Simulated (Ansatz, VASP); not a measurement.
Two plane-wave programs on Be

Contents of INCAR:

```
ALGO = Normal
EDIFF = 1E-7
ENCUT = 520
GGA = PE
ISIF = 2
ISMEAR = -1
LASPH = True
LCHARG = True
LELF = True
LREAL = False
LVHAR = True
LWAVE = False
NBANDS = 9
NELM = 100
PREC = Accurate
SIGMA = 0.1
```

File KPOINTS:

```
k-points
0
Gamma
  23 23 13
```

File POSCAR:

```
Be
1.0
    2.2656737714      0.0000000000      0.0000000000
   -1.1328368857      1.9621310427      0.0000000000
    0.0000000000      0.0000000000      3.5587036811
Be
2
Direct
    0.3333333333      0.6666666667      0.2500000000
    0.6666666667      0.3333333333      0.7500000000
```

Input for Ansatz:

```yaml
crystal:
  lattice:
    - [2.2656737714, 0.0, 0.0]
    - [-1.1328368857, 1.9621310427, 0.0]
    - [0.0, 0.0, 3.5587036811]
  atoms:
    - { symbol: Be, position: [0.3333333333, 0.6666666667, 0.25] }
    - { symbol: Be, position: [0.6666666667, 0.3333333333, 0.75] }
hamiltonian:
  xc: pbe
  pseudopotentials:
    kind: paw
    azcp:
      Be: "pseudopotentials/Be.paw.azcp"
basis:
  ecutwfc: 420
  fft_grid_basis: typed
kpoints:
  mp_grid: { grid: [23, 23, 13], shift: [0, 0, 0] }
magnetization:
  spin_polarized: false
scf:
  occupations: { method: fermi_dirac, width: 0.1 }
  lower_state_search: "off"
output:
  stress: true
```

Alike in both runs: task single point; functional PBE; k mesh 23 × 23 × 13; occupations fermi-dirac, width 0.1 eV; no spin polarisation.

|  | VASP | Ansatz |
| --- | --- | --- |
| version | VASP 6.6.1 | Ansatz 0.2.0 |
| potentials or method | VASP PAW PBE potentials, release 64 (Be), cutoff 520 eV | plane waves (420 eV) with PAW, scalar-relativistic |
| valence electrons in the cell | 4 | 4 |

Ansatz gave:

```
pressure (GPa)                                                : 0.0
traceless stress, the component that is largest in VASP (GPa) : 0.32
```

Which values does VASP return?

Pressure (GPa): 0.2; traceless stress, the component that is largest in VASP (GPa): 0.36.
